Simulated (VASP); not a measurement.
Wanted: the native input for a VASP 6.6.1 run.

```yaml
Task: single point
Functional: LDA
Potentials_or_basis: VASP PAW LDA potentials, release 64 (Sc_sv, Al)
Cutoff: 520 eV
k_mesh: 6 × 6 × 4
Occupations: fermi-dirac, width 0.1 eV
Spin: no spin polarisation
Dipole_correction: no
Further_INCAR_settings: ALGO = Normal; EDIFF = 1e-06; NBANDS = 34
```

The structure of Sc2Al lies in POSCAR:

```
Sc2Al
1.0
    5.0197472499      0.0000000000      0.0000000000
   -2.5098787549      4.3472342298      0.0000000000
    0.0000000000      0.0000000000      6.3215279984
Sc Al
4 2
Direct
    0.0000000000      0.0000000000      0.0000000000
    0.0000000000      0.0000000000      0.5000000000
    0.3333333333      0.6666666667      0.7500000000
    0.6666666667      0.3333333333      0.2500000000
    0.3333333333      0.6666666667      0.2500000000
    0.6666666667      0.3333333333      0.7500000000
```

One way to write it, as run:

INCAR

```
SYSTEM = Sc2Al
ALGO = Normal
EDIFF = 1E-6
ENCUT = 520
ISIF = 2
ISMEAR = -1
LASPH = .TRUE.
LCHARG = .TRUE.
LELF = .TRUE.
LREAL = .FALSE.
LVHAR = .TRUE.
LWAVE = .FALSE.
NBANDS = 34
NELM = 80
PREC = Accurate
SIGMA = 0.1
```

KPOINTS

```
k-points
0
G
  6 6 4
  0 0 0
```

Potentials or basis: VASP PAW LDA potentials, release 64 (Sc_sv, Al).

Launch:

```bash
$ cat potpaw_LDA.64/Sc_sv/POTCAR potpaw_LDA.64/Al/POTCAR > POTCAR
$ mpirun -np 1 vasp_std > vasp.out
```

Results of the run:

```yaml
Pressure: -8.5 GPa
Band_gap_on_the_k_mesh: zero (band 25 reaches 4.43 eV, above the bottom of band 26 at 3.80 eV)
```

Run time: 73 s on 1 thread of AMD EPYC 9R45 96-Core Processor (Zen 5) (shared host), peak memory 0.22 GiB.
